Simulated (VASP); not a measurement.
# SiC (rock salt) (Fm-3m) in VASP: single point with PBE0

Aim: the single point of SiC (rock salt) with PBE0.

Everything below comes from runs of VASP 6.6.1. Logs are shortened: lines on timing, memory, paths and dates and some standing lists are left out, and cuts for length are marked.

### Step 1. The cell of the first run

Symmetry: Fm-3m, No. 225, cubic system. Conventional cell: a = 3.901 Å, b = 3.901 Å, c = 3.901 Å, α = 90.00°, β = 90.00°, γ = 90.00°. Si (site symmetry m-3m) has 6 C at 1.95 Å within 2.6 Å. Within 2.6 Å of C (site symmetry m-3m) lie 6 Si at 1.95 Å.

### Step 2. Single point, PBE0 (volume scaled by 0.9)

The input, POSCAR:

```
SiC
1.0
    0.0000000000      1.9502885569      1.9502885569
    1.9502885569      0.0000000000      1.9502885569
    1.9502885569      1.9502885569      0.0000000000
Si C
1 1
Direct
    0.0000000000      0.0000000000      0.0000000000
    0.5000000000      0.5000000000      0.5000000000
```

The input, INCAR.step1:

```
  PREC = Accurate
  ENCUT = 520
  EDIFF = 1E-5
  ISMEAR = 0
  SIGMA = 0.05
  LREAL = False
  LASPH = True
  NELM = 80
  ALGO = Normal
  ISIF = 2
  LWAVE = True
  GGA = PE
  NBANDS = 11
```

The input, INCAR.step2:

```
  PREC = Accurate
  ENCUT = 520
  EDIFF = 1E-7
  ISMEAR = 0
  SIGMA = 0.05
  LREAL = False
  LASPH = True
  NELM = 80
  ALGO = Normal
  ISIF = 2
  LWAVE = False
  LCHARG = True
  GGA = PE
  LHFCALC = True
  AEXX = 0.25
  PRECFOCK = Normal
  LELF = True
  LVHAR = True
  ISTART = 1
  NBANDS = 11
```

The input, KPOINTS:

```
regular mesh
0
Gamma
  10 10 10
```

Potentials or basis: VASP PAW PBE potentials, release 64 (Si, C).

Command:

```sh
$ cat potpaw_PBE.64/Si/POTCAR potpaw_PBE.64/C/POTCAR > POTCAR
$ cp INCAR.step1 INCAR
$ mpirun -np 1 vasp_std > vasp.out
$ cp INCAR.step2 INCAR
$ mpirun -np 1 vasp_std > vasp.out
```

OUTCAR:

```text
PREC = Accurate
   ENCUT = 520
   EDIFF = 1E-7
   ISMEAR = 0
   LREAL = False
   LASPH = True
   NELM = 80
   ISIF = 2
   GGA = PE
   LHFCALC = True
   AEXX = 0.25
   PRECFOCK = Normal
   ISTART = 1

 ion  position               nearest neighbor table
   1  0.000  0.000  0.000-   2 1.95   2 1.95   2 1.95   2 1.95   2 1.95   2 1.95
   2  0.500  0.500  0.500-   1 1.95   1 1.95   1 1.95   1 1.95   1 1.95   1 1.95

  LATTYP: Found a face centered cubic cell.
 ALAT       =     3.9005771138

  Lattice vectors:

 A1 = (   0.0000000000,   1.9502885569,   1.9502885569)
 A2 = (   1.9502885569,   0.0000000000,   1.9502885569)
 A3 = (   1.9502885569,   1.9502885569,   0.0000000000)

Analysis of symmetry for initial positions (statically):
=====================================================================
 Subroutine PRICEL returns:
 Original cell was already a primitive cell.

 Routine SETGRP: Setting up the symmetry group for a
 face centered cubic supercell.

 Subroutine GETGRP returns: Found 48 space group operations
 (whereof 48 operations were pure point group operations)
 out of a pool of 48 trial point group operations.

The static configuration has the point symmetry O_h .

Analysis of symmetry for dynamics (positions and initial velocities):
=====================================================================
 Subroutine PRICEL returns:
 Original cell was already a primitive cell.

 Routine SETGRP: Setting up the symmetry group for a
 face centered cubic supercell.

 Subroutine GETGRP returns: Found 48 space group operations
 (whereof 48 operations were pure point group operations)
 out of a pool of 48 trial point group operations.

The dynamic configuration has the point symmetry O_h .

 Subroutine INISYM returns: Found 48 space group operations
 (whereof 48 operations are pure point group operations),
 and found     1 'primitive' translations

----------------------------------------------------------------------------------------

                                     Primitive cell

  volume of cell :      14.8363

  direct lattice vectors                    reciprocal lattice vectors
     0.000000000  1.950288557  1.950288557    -0.256372319  0.256372319  0.256372319
     1.950288557  0.000000000  1.950288557     0.256372319 -0.256372319  0.256372319
     1.950288557  1.950288557  0.000000000     0.256372319  0.256372319 -0.256372319

[... 93 lines left out ...]
   PSTRESS=    0.0 pullay stress
   NELECT =       8.0000    total number of electrons
   NUPDOWN=      -1.0000    fix difference up-down
   EMIN   =  10.00;   EMAX   =-10.00  energy-range for DOS
   EFERMI =   0.00;   METHOD = LEGACY
   ISMEAR =     0;   SIGMA  =   0.05  broadening in eV -4-tet -1-fermi 0-gaus
   EFERMI_NEDOS =   21; number of points for ismear=-14 and -15
   IALGO  =     38    algorithm
   IMIX   =      1    mixing-type and parameters
     AMIX     =   0.40;   BMIX     =  1.00
     AMIX_MAG =   1.60;   BMIX_MAG =  1.00
  volume/ion in A,a.u.               =       7.42        50.06
  Fermi-wavevector in a.u.,A,eV,Ry     =   1.332486  2.518033 24.157398  1.775519
  Thomas-Fermi vector in A             =   2.461417
   LORBIT       =      0    0 simple, 1 ext, 2 COOP (PROOUT), +10 PAW based schemes
   GGA     = PE    functional components
   LHFCALC =     T    Hartree Fock is set to
   PRECFOCK=normal    Normal, Fast or Accurate (Low or Medium for compatibility)
   ENCUT4O =  -1.0   cutoff for four orbital integrals eV
   NKREDX  =     1    reduce k-point grid by
   NKREDY  =     1    reduce k-point grid by
   NKREDZ  =     1    reduce k-point grid by
   AEXX    =    0.2500 exact exchange contribution
   HFSCREEN=    0.0000 screening length (either q_TF or 0.3 A-1)
   HFSCREENC=   0.0000 screening length for correlation (either q_TF or 0.3 A-1)
   ENCUTFOCK=  -1.0 apply spherical cutoff to Coloumb kernel
   IVDW    =     0    specifies the selected vdW correction
   LEPSILON=     F    determine dielectric tensor
   LRPA    =     F    only Hartree local field effects (RPA)
 non-spin polarized calculation
 Gauss-broadening in eV      SIGMA  =   0.05
  energy-cutoff  :      520.00
  volume of cell :       14.84
 maximum number of plane-waves:       411
 NGX is ok and might be reduce to    24
  NGX = 16; NGY = 16; NGZ = 16

 number of electron       8.0000000 magnetization

 Free energy of the ion-electron system (eV)
  ---------------------------------------------------
  ext. energy  EPLUGINS =         0.00000000
  ---------------------------------------------------
  free energy    TOTEN  =       -16.78957569 eV

  energy without entropy =      -16.78957569  energy(sigma->0) =      -16.78957569

 E-fermi :  13.7403     XC(G=0): -10.3568

 val. band max:       13.3802170499   @ k =  -0.1000   0.1000   0.0000
 cond. band min:      14.6852951812   @ k =   0.5000   0.5000   0.0000
 fundamental gap:      1.3050781313
 Fermi energy:        13.7402758421

 k-point     1 :       0.0000    0.0000    0.0000
  band No.  band energies     occupation
      1      -8.4679      2.00000
      2      13.3398      2.00000
      3      13.3398      2.00000
      4      13.3398      2.00000
      5      24.2542      0.00000
      6      24.2542      0.00000
      7      24.2542      0.00000
      8      25.2638      0.00000
      9      30.0831      0.00000
     10      30.0831      0.00000
     11      30.0831      0.00000
[... 309 lines left out ...]
 k-point    24 :       0.4000    0.3000    0.0000
  band No.  band energies     occupation
      1      -3.7485      2.00000
      2       5.7562      2.00000
      3       7.9513      2.00000
      4       8.9841      2.00000
      5      16.4875      0.00000
      6      18.9981      0.00000
      7      29.3695      0.00000
      8      29.8767      0.00000
      9      31.9952      0.00000
     10      35.7936      0.00000
     11      37.2632      0.00000

 [... further k-points ...]
[... 5 lines left out ...]
  --------------------------------------------------------------------------------------
  -------------------------------------------------------------------------------------
  Total        2.5864525      2.5864525      2.5864525     -0.0000000      0.0000000     -0.0000000
  in kB      279.3112806    279.3112806    279.3112806     -0.0000000      0.0000000     -0.0000000
  external PRESSURE =     279.3112806 kB  Pullay stress =       0.0000000 kB

 VOLUME and BASIS-vectors are now :
 -----------------------------------------------------------------------------
  energy-cutoff  :      520.00
  volume of cell :       14.84
      direct lattice vectors                 reciprocal lattice vectors
     0.000000000  1.950288557  1.950288557    -0.256372319  0.256372319  0.256372319
     1.950288557  0.000000000  1.950288557     0.256372319 -0.256372319  0.256372319
     1.950288557  1.950288557  0.000000000     0.256372319  0.256372319 -0.256372319

 POSITION                                       TOTAL-FORCE (eV/Angst)
 -----------------------------------------------------------------------------------
      0.00000      0.00000      0.00000        -0.000000     -0.000000     -0.000000
      1.95029      1.95029      1.95029         0.000000      0.000000      0.000000
 -----------------------------------------------------------------------------------
    total drift:                                0.000000      0.000000      0.000000

  FREE ENERGIE OF THE ION-ELECTRON SYSTEM (eV)
  ---------------------------------------------------
  free  energy   TOTEN  =       -16.7895756879 eV

  energy  without entropy=      -16.7895756879  energy(sigma->0) =      -16.78957569
```

OUTCAR.step1:

```text
PREC = Accurate
   ENCUT = 520
   EDIFF = 1E-5
   ISMEAR = 0
   LREAL = False
[... 559 lines left out ...]
      0.00000      0.00000      0.00000        -0.000000     -0.000000     -0.000000
      1.95029      1.95029      1.95029         0.000000      0.000000      0.000000
 -----------------------------------------------------------------------------------
    total drift:                               -0.000000     -0.000000      0.000000

  FREE ENERGIE OF THE ION-ELECTRON SYSTEM (eV)
  ---------------------------------------------------
  free  energy   TOTEN  =       -13.3787189660 eV

  energy  without entropy=      -13.3784290419  energy(sigma->0) =      -13.37857400
```

OSZICAR.step1:

```text
N       E                     dE             d eps       ncg     rms          rms(c)
DAV:   1     0.299162945963E+01    0.29916E+01   -0.43518E+03  1130   0.637E+02
DAV:   2    -0.145320605589E+02   -0.17524E+02   -0.16489E+02  1357   0.110E+02
DAV:   3    -0.149736664909E+02   -0.44161E+00   -0.44030E+00  1227   0.131E+01
DAV:   4    -0.149745081991E+02   -0.84171E-03   -0.84167E-03  1155   0.703E-01
DAV:   5    -0.149745099055E+02   -0.17064E-05   -0.17064E-05  1219   0.284E-02    0.949E+00
DAV:   6    -0.134367764678E+02    0.15377E+01   -0.45629E+00  1100   0.103E+01    0.436E+00
DAV:   7    -0.133793864936E+02    0.57390E-01   -0.48278E-01  1172   0.393E+00    0.159E+00
DAV:   8    -0.133786402746E+02    0.74622E-03   -0.78859E-03  1105   0.599E-01    0.427E-01
DAV:   9    -0.133787043852E+02   -0.64111E-04   -0.10025E-03  1170   0.224E-01    0.142E-01
DAV:  10    -0.133787189614E+02   -0.14576E-04   -0.27098E-05  1136   0.399E-02    0.196E-02
DAV:  11    -0.133787189660E+02   -0.46280E-08   -0.90649E-06   568   0.173E-02
   1 F= -.13378719E+02 E0= -.13378574E+02  d E =-.289924E-03
```

It took 52 min on 1 thread of AMD EPYC 7R43 (Zen 3), shared host; peak memory 0.13 GiB.

Results:

| Quantity | Value |
| --- | --- |
| Free energy | -16.7896 eV |
| Pressure | 27.9 GPa |
| Band gap on the k mesh | 1.31 eV, indirect (least direct gap 6.56 eV) |

Levels at points of the mesh, in eV from the valence-band top:
```
           k point  band 1  band 2  band 3  band 4  band 5  band 6  band 7  band 8
(0.00, 0.00, 0.00)  -21.85   -0.04   -0.04   -0.04   10.87   10.87   10.87   11.88
(0.50, 0.00, 0.00)  -15.77  -13.72   -1.50   -1.50    7.59    7.59    8.52   13.23
(0.50, 0.50, 0.00)  -13.50  -11.98   -5.25   -5.25    1.31    3.54   19.32   19.32
```

Caveat: the PAW data sets were made with another functional, which shifts forces and pressure a little.
